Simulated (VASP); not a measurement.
# H4C in VASP: a series of runs, part 3 of 3

VASP 6.6.1. The steps go on from the part before.

## Step 5: Single point, LDA

The input, INCAR:

```
SYSTEM = H4C
ALGO = Normal ; EDIFF = 1E-6
ENCUT = 520 ; GGA_COMPAT = .FALSE.
ISIF = 2 ; ISMEAR = -1
LASPH = .TRUE. ; LCHARG = .FALSE.
LREAL = Auto ; LWAVE = .FALSE.
NBANDS = 58 ; NELM = 120
PREC = Accurate ; SIGMA = 0.02
```

The input, KPOINTS:

```
k-points
0
G
  1 1 1
  0 0 0
```

The input, POSCAR:

```
H4C
1.0
    7.3876590000      0.0000000000      0.0000000000
    0.0000000000      7.3876590000      0.0000000000
    0.0000000000      0.0000000000      7.3876590000
C H
8 32
Direct
    0.4147998710      0.6270727980      0.4684433865
    0.7600107152      0.2319408625      0.2381133184
    0.2804135925      0.3102335936      0.8787898846
    0.1519290482      0.8101889922      0.8474132333
    0.8966439842      0.4263326177      0.6876603265
    0.2445835684      0.1747644281      0.3653931509
    0.9320002453      0.7550971153      0.3513968363
    0.5691924871      0.0105310762      0.6875655739
    0.4413576750      0.6458879599      0.6090968736
    0.2901460395      0.5451523954      0.4545147522
    0.5451794675      0.5624921237      0.4229621318
    0.4252903389      0.7690122135      0.3902183357
    0.7835228995      0.1482878406      0.1332357111
    0.8485502647      0.2348375852      0.3593154476
    0.6180577636      0.2203404353      0.3026804567
    0.7593745190      0.3801745587      0.2005100669
    0.3115872024      0.2265670356      0.9974878375
    0.2349729461      0.2037722640      0.7886936850
    0.4202413782      0.3406221105      0.8169570361
    0.1919011151      0.4238419775      0.8712908920
    0.1951497761      0.8337688570      0.7039307039
    0.2690162066      0.7808698263      0.9469305500
    0.1005054511      0.6732579292      0.8460731607
    0.0513288445      0.9038451829      0.8887118369
    0.8413355300      0.4886392293      0.5657813930
    1.0416290194      0.4212701209      0.6808922827
    0.8165509534      0.3117225633      0.6873354604
    0.8679880866      0.5336196487      0.7859864674
    0.3888917991      0.2074405438      0.4184681507
    0.2554259746      0.0550106603      0.2777605193
    0.2411183299      0.2976991764      0.2798586129
    0.1269549664      0.1821822041      0.4659798185
    0.9020448832      0.7836176521      0.5006457391
    1.0717062063      0.8104597140      0.3465644530
    0.8589324440      0.8167539947      0.2279883249
    0.9259902223      0.6018279945      0.3270589506
    0.6871594913      0.0159184391      0.6045216759
    0.4759423790     -0.1369310630      0.6912067815
    0.4494116472      0.0954429543      0.6568115827
    0.5705054876      0.0290484442      0.8327671865
```

Potentials or basis: VASP PAW LDA potentials, release 64 (C, H).

Started as:

```
$ cat potpaw_LDA.64/C/POTCAR potpaw_LDA.64/H/POTCAR > POTCAR
$ mpirun -np 1 vasp_gam > vasp.out
```

OUTCAR:

```text
SYSTEM = H4C
   EDIFF = 1E-6
   ENCUT = 520
   ISIF = 2
   ISMEAR = -1
   LASPH = .TRUE.
   LREAL = Auto
   NELM = 120
   PREC = Accurate

 ion  position               nearest neighbor table
   1  0.415  0.627  0.468-   9 1.07  10 1.11  11 1.13  12 1.20
   2  0.760  0.232  0.238-  13 1.01  14 1.11  16 1.13  15 1.16
   3  0.280  0.310  0.879-  20 1.07  18 1.08  17 1.10  19 1.15
   4  0.152  0.810  0.847-  24 1.06  23 1.08  21 1.12  22 1.16
   5  0.897  0.426  0.688-  27 1.03  26 1.07  25 1.09  28 1.10
   6  0.245  0.175  0.365-  30 1.10  31 1.11  32 1.14  29 1.16
   7  0.932  0.755  0.351-  34 1.11  33 1.14  36 1.15  35 1.15
   8  0.569  0.011  0.688-  37 1.07  40 1.08  39 1.11  38 1.29
   9  0.441  0.646  0.609-   1 1.07
  10  0.290  0.545  0.455-   1 1.11
[... 328 lines left out ...]
  in kB      -19.8999774     -8.9131133      1.2977528    -12.1144155     15.6784815      4.1263667
  external PRESSURE =      -9.1717793 kB  Pullay stress =       0.0000000 kB

 VOLUME and BASIS-vectors are now :
 -----------------------------------------------------------------------------
  energy-cutoff  :      520.00
  volume of cell :      403.20
      direct lattice vectors                 reciprocal lattice vectors
     7.387659000  0.000000000  0.000000000     0.135360877  0.000000000  0.000000000
     0.000000000  7.387659000  0.000000000     0.000000000  0.135360877  0.000000000
     0.000000000  0.000000000  7.387659000     0.000000000  0.000000000  0.135360877

 POSITION                                       TOTAL-FORCE (eV/Angst)
 -----------------------------------------------------------------------------------
      3.06440      4.63260      3.46070         1.293086      1.275644     -2.016144
      5.61470      1.71350      1.75910        -2.435421      4.232541      4.325122
      2.07160      2.29190      6.49220         2.919489     -1.433494     -1.156780
      1.12240      5.98540      6.26040         2.168267     -1.627934     -0.196949
      6.62410      3.14960      5.08020         0.051660      2.975837     -0.736298
      1.80690      1.29110      2.69940         1.259202      1.492647      0.546058
[... 32 lines left out ...]
      3.32010      0.70510      4.85230         0.705015      0.328026     -0.746336
      4.21470      0.21460      6.15220         1.148929      0.300390      0.708074
 -----------------------------------------------------------------------------------
    total drift:                               -0.007996      0.020560      0.021118

  FREE ENERGIE OF THE ION-ELECTRON SYSTEM (eV)
  ---------------------------------------------------
  free  energy   TOTEN  =      -196.1286597479 eV

  energy  without entropy=     -196.1286597479  energy(sigma->0) =     -196.12865975
```

OSZICAR:

```text
N       E                     dE             d eps       ncg     rms          rms(c)
DAV:   1     0.314696067399E+03    0.31470E+03   -0.29092E+04   116   0.949E+02
DAV:   2    -0.173000913866E+03   -0.48770E+03   -0.46566E+03   152   0.206E+02
DAV:   3    -0.221887544678E+03   -0.48887E+02   -0.48544E+02   152   0.682E+01
DAV:   4    -0.223289418647E+03   -0.14019E+01   -0.13993E+01   144   0.138E+01
DAV:   5    -0.223322320782E+03   -0.32902E-01   -0.32892E-01   152   0.202E+00    0.249E+01
DAV:   6    -0.199232432056E+03    0.24090E+02   -0.44726E+01   128   0.200E+01    0.109E+01
DAV:   7    -0.196871224302E+03    0.23612E+01   -0.66280E+00   152   0.821E+00    0.671E+00
DAV:   8    -0.196228363986E+03    0.64286E+00   -0.20796E+00   144   0.453E+00    0.259E+00
DAV:   9    -0.196118221522E+03    0.11014E+00   -0.31640E-01   144   0.171E+00    0.635E-01
DAV:  10    -0.196124463497E+03   -0.62420E-02   -0.38296E-02   144   0.648E-01    0.208E-01
DAV:  11    -0.196127604326E+03   -0.31408E-02   -0.15125E-03   144   0.184E-01    0.934E-02
DAV:  12    -0.196128433547E+03   -0.82922E-03   -0.11645E-03   136   0.142E-01    0.664E-02
DAV:  13    -0.196128613299E+03   -0.17975E-03   -0.39112E-04   144   0.702E-02    0.346E-02
DAV:  14    -0.196128650138E+03   -0.36839E-04   -0.76009E-05   136   0.292E-02    0.109E-02
DAV:  15    -0.196128657585E+03   -0.74478E-05   -0.64810E-06   144   0.123E-02    0.744E-03
DAV:  16    -0.196128659705E+03   -0.21199E-05   -0.26320E-06   128   0.652E-03    0.337E-03
DAV:  17    -0.196128659748E+03   -0.42587E-07   -0.65644E-07   120   0.349E-03
   1 F= -.19612866E+03 E0= -.19612866E+03  d E =-.235171E-10
```

Run time: 34 s. Hardware: 1 thread of AMD EPYC 9R45 (Zen 5), shared host; peak memory 0.24 GiB.

Results:

```
Free energy            : -196.1287 eV
Pressure               : -0.9 GPa
Largest force          : 6.523 eV/Å
Band gap on the k mesh : 5.73 eV
```

Forces in eV/Å, atoms in the order of the input:
```
C    1.293  1.276 -2.016
C   -2.435  4.233  4.325
C    2.919 -1.433 -1.157
C    2.168 -1.628 -0.197
C    0.052  2.976 -0.736
C    1.259  1.493  0.546
C    0.243 -0.484 -0.357
C   -4.634 -2.983  1.204
H   -0.066  0.439  1.165
H    0.362  0.251 -0.467
H   -0.881 -0.346 -0.105
H   -0.753 -1.973  1.291
H    0.831 -2.349 -2.601
H    0.305 -0.669 -0.554
H    1.191 -0.360 -0.952
H    0.093 -0.807 -0.379
H   -0.370  0.852  0.697
H   -0.601 -0.185 -0.656
H   -1.165  0.190  0.599
H   -0.463  0.617  0.829
H    0.153  0.183  0.725
H   -0.805  1.177 -0.958
H   -0.920 -0.444 -0.157
H   -0.696  0.869  0.630
H    0.336  0.443 -0.655
H    0.558 -0.688 -0.413
H   -0.912 -2.463  0.993
H   -0.424 -0.392  0.617
H   -1.649 -0.896  0.363
H   -0.381 -0.058  0.192
H   -0.755 -0.242 -0.333
H    1.317 -0.388 -0.724
H   -0.823  0.000 -1.454
H    0.048 -0.540 -0.436
H    0.131 -0.105  1.788
H    0.446  1.269  0.352
H    0.685 -0.036 -0.439
H    2.491  2.576 -0.532
H    0.705  0.328 -0.746
H    1.149  0.300  0.708
```

Stress tensor (GPa, compression positive):
```
-1.99 -1.21  0.41
-1.21 -0.89  1.57
 0.41  1.57  0.13
```

Levels at points of the mesh, in eV from the valence-band top:
```
           k point  band 30  band 31  band 32  band 33  band 34  band 35
(0.00, 0.00, 0.00)    -0.71    -0.45     0.00     5.73     7.61     7.76
```

Caveat: the k points lie up to 0.85 Å⁻¹ apart.

## Step 6: Summary

| task | potentials or basis | cell | cutoff (eV) | second run | gap on the mesh (eV) | pressure (GPa) | largest force (eV/Å) |
| --- | --- | --- | --- | --- | --- | --- | --- |
| single point | VASP PAW LDA potentials, release 64 (C, H) | as given | 520 | - | 5.73 | -0.9 | 6.52 |
| relaxation of the atoms | VASP PAW LDA potentials, release 64 (C, H) | atoms relaxed | 520 | - | 6.72 | 0.7 | 0.24 |
| single point | VASP PAW LDA potentials, release 64 (C_h, H_h) | as given | 910 | hard_potentials | 6.89 | -0.2 | 0.13 |

Alike in all rows: level LDA; no spin polarisation; k mesh 1 × 1 × 1; smearing fermi-dirac 0.02 eV.

Caveats: all runs use coarse meshes; the relaxation stopped at a loose force limit of 0.3 eV/Å, so its end isn't a converged minimum (some runs); the cutoff is under 1.25 times the usual one of these potentials, so pressure, stress and relaxed cells hold a basis-set (Pulay) error (some runs).

Total energies depend on the potentials used, so only differences within one code and one set of settings carry meaning.
